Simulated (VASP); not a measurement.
Wanted: the native input for a VASP 6.6.1 run.

```
Task                   : single point
Functional             : BLYP
Dispersion             : D4
Potentials or basis    : VASP PAW PBE potentials, release 64 (W_sv, C_h)
Cutoff                 : 1300 eV
k mesh                 : 10 × 10 × 9
Occupations            : fermi-dirac, width 0.05 eV
Spin                   : no spin polarisation
Dipole correction      : no
Further INCAR settings : ALGO = Normal; EDIFF = 1e-06; NBANDS = 16
```

The structure of WC lies in POSCAR:

```
WC
1.0
    2.9193048598      0.0000000000      0.0000000000
   -1.4596524299      2.5281921700      0.0000000000
    0.0000000000      0.0000000000      2.8427904794
W C
1 1
Direct
    0.0000000000      0.0000000000      0.0000000000
    0.6666666667      0.3333333333      0.5000000000
```

One way to write it, as run:

INCAR

```
PREC = Accurate
ENCUT = 1300
EDIFF = 1E-6
ISMEAR = -1
SIGMA = 0.05
LREAL = F
LASPH = T
NELM = 120
ALGO = Normal
ISIF = 2
LWAVE = F
LCHARG = F
GGA = B5
ALDAX = 1.0
AGGAX = 1.0
AGGAC = 1.0
ALDAC = 0.0
IVDW = 13
VDW_S6 = 1.0
VDW_S8 = 2.34076671
VDW_A1 = 0.44488865
VDW_A2 = 4.0933009
NBANDS = 16
GGA_COMPAT = F
```

KPOINTS

```
Automatic mesh
0
Gamma
  10 10 9
```

Potentials or basis: VASP PAW PBE potentials, release 64 (W_sv, C_h).

Launch:

```sh
$ cat potpaw_PBE.64/W_sv/POTCAR potpaw_PBE.64/C_h/POTCAR > POTCAR
$ mpirun -np 1 vasp_std > vasp.out
```

It gave:

| Quantity | Value |
| --- | --- |
| Pressure | 2.5 GPa |
| Band gap on the k mesh | zero (bands 9 and 10 overlap by 1.18 eV) |
| Dispersion energy per atom | -0.924 eV |

Caveat: the PAW data sets were made with another functional, which shifts forces and pressure a little; spin-orbit coupling is left out, which moves the levels of the heavy elements.

Wall time 47 s on 1 thread of Intel(R) Xeon(R) Platinum 8488C (Sapphire Rapids), on a shared host, peak memory 0.28 GiB.
